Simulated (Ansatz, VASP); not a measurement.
SnTe: VASP beside Ansatz

```
CELL_PARAMETERS angstrom
0.00000 3.18935 3.18935
3.18935 0.00000 3.18935
3.18935 3.18935 0.00000
ATOMIC_POSITIONS crystal
Sn 0.00000 0.00000 0.00000
Te 0.50000 0.50000 0.50000
```

Alike in both runs: task single point; functional r2SCAN; k mesh 6 × 6 × 6; occupations fermi-dirac, width 0.02 eV; no spin polarisation.

|  | VASP | Ansatz |
| --- | --- | --- |
| version | VASP 6.6.1 | Ansatz 0.2.0 |
| potentials or method | VASP PAW PBE potentials, release 64 (Sn_d, Te) | plane waves, PAW |
| plane-wave cutoff (eV) | 550 | 500 |
| valence electrons in the cell | 20 | 30 |

```csv
,VASP,Ansatz,Ansatz less VASP
pressure (GPa),0.0,0.0,-0.01
```

VASP's potentials were made for PBE, not for r2SCAN. The functional is the same, so the differences come from potentials, cutoffs and numerics. VASP's potentials hold 20 valence electrons a cell and Ansatz's 30, so a difference there can come from the potentials and not from the codes.

Spin-orbit coupling is off throughout.
